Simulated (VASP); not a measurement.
Write the native input for VASP 6.6.1 that does the following.

* Task: single point
* Functional: PBEsol
* Potentials or basis: VASP PAW PBE potentials, release 64 (Cd, Se)
* Cutoff: 520 eV
* k mesh: 6 × 6 × 4
* Occupations: gaussian, width 0.01 eV
* Spin: no spin polarisation
* Dipole correction: no
* Further INCAR settings: ALGO = Normal; EDIFF = 1e-06; NBANDS = 26

The structure of CdSe lies in POSCAR:

```
CdSe
1.0
    4.3009830028     -0.0107524575     -0.0107524575
   -2.1598034028      3.7301367704     -0.0039356726
   -0.0175563700     -0.0175563700      7.0225479905
Cd Se
2 2
Direct
    0.3337166971      0.6671722769      0.0047125840
    0.6676889794      0.3338567748      0.5047139051
    0.3341994002      0.6661679403      0.3802919052
    0.6643949233      0.3328030080      0.8802816057
```

This cell differs from its parent crystal: equal xy, yz and zx engineering shears of -0.5 %.

The input as run:

INCAR

```
SYSTEM = CdSe
ALGO = Normal
EDIFF = 1E-6
ENCUT = 520
GGA = PS
ISIF = 2
ISMEAR = 0
LASPH = .True.
LCHARG = .False.
LREAL = .False.
LWAVE = .False.
NBANDS = 26
NELM = 100
PREC = Accurate
SIGMA = 0.01
```

KPOINTS

```
k-points
0
Gamma
  6 6 4
  0 0 0
```

Potentials or basis: VASP PAW PBE potentials, release 64 (Cd, Se).

Command:

```sh
$ cat potpaw_PBE.64/Cd/POTCAR potpaw_PBE.64/Se/POTCAR > POTCAR
$ mpirun -np 1 vasp_std > vasp.out
```

It gave:

* Pressure: 0.4 GPa
* Band gap on the k mesh: 0.53 eV

Caveat: the cell differs from its parent crystal (equal xy, yz and zx engineering shears of -0.5 %); semilocal functionals underestimate gaps, and a narrow one can read as zero; the PAW data sets were made with another functional, which shifts forces and pressure a little.

Run time: 2.2 min on 1 thread of Intel(R) Xeon(R) Platinum 8488C (Sapphire Rapids), with other jobs on the host, peak memory 0.34 GiB.
